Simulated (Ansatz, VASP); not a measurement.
One calculation of Cs, two programs

```
Cs
1.0
    -3.07716    3.07716    3.07716
     3.07716   -3.07716    3.07716
     3.07716    3.07716   -3.07716
Cs
1
Cartesian
  0.0000 0.0000 0.0000
```

Alike in both runs: functional PBE; k mesh 10 × 10 × 10; occupations fermi-dirac, width 0.05 eV; non-collinear spin, spin-orbit coupling.

Ansatz relaxed the structure, and its values are those at the end. VASP's run is a single point on that final structure, the one shown.

|  | VASP | Ansatz |
| --- | --- | --- |
| version | VASP 6.6.1 | Ansatz 0.2.0 |
| potentials or method | VASP PAW PBE potentials, release 64 (Cs_sv) | PAW with Ansatz's default frozen-core files, fully relativistic files with spin-orbit coupling |
| plane-wave cutoff (eV) | 520 | 420 |
| valence electrons in the cell | 9 | 9 |

```csv
,VASP,Ansatz,Ansatz less VASP
pressure (GPa),0.0,0.0,+0.01
```

The functional is the same, so the differences come from potentials, cutoffs and numerics.
